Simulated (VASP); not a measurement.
A run of VASP 6.6.1 is set up as follows.

File INCAR:

```
  PREC = Accurate
  ENCUT = 600
  EDIFF = 1E-7
  ISMEAR = 0
  SIGMA = 0.02
  LREAL = F
  LASPH = T
  NELM = 120
  ALGO = Normal
  ISIF = 3
  LWAVE = F
  LCHARG = F
  IBRION = 2
  NSW = 70
  EDIFFG = -0.005
  GGA_COMPAT = F
  NELMIN = 4
```

The input KPOINTS:

```
Automatic mesh
0
Gamma
  8 8 8
```

POSCAR

```
BaTiO3
1.0
    3.9852569840      0.0000000000      0.0000000000
    0.0000000000      3.9852569840      0.0000000000
    0.0000000000      0.0000000000      4.2022179547
Ba Ti O
1 1 3
Direct
    0.0000000000      0.0000000000     -0.0106979926
    0.5000000000      0.5000000000      0.4720516423
    0.5000000000      0.5000000000      0.0408797490
    0.5000000000      0.0000000000      0.5203833006
    0.0000000000      0.5000000000      0.5203833006
```

Potentials or basis: VASP PAW LDA potentials, release 64 (Ba_sv, Ti_sv, O).

Launch:

```bash
$ cat potpaw_LDA.64/Ba_sv/POTCAR potpaw_LDA.64/Ti_sv/POTCAR potpaw_LDA.64/O/POTCAR > POTCAR
$ mpirun -np 1 vasp_std > vasp.out
```

Estimate the space group after relaxing (to 0.1 Å).

P4mm (No. 99).

What does it give for the relaxed volume?

12.39 Å³/atom.

What does it give for the relaxed cell?

a = 3.941 Å, b = 3.941 Å, c = 3.990 Å, α = 90.00°, β = 90.00°, γ = 90.00°.

Forces on the atoms (eV/Å):
```
Ba   0.000  0.000 -0.004
Ti   0.000  0.000  0.004
O    0.000  0.000  0.002
O    0.000  0.000 -0.001
O    0.000  0.000 -0.001
```

 Zero-point motion and thermal expansion aren't in these numbers.
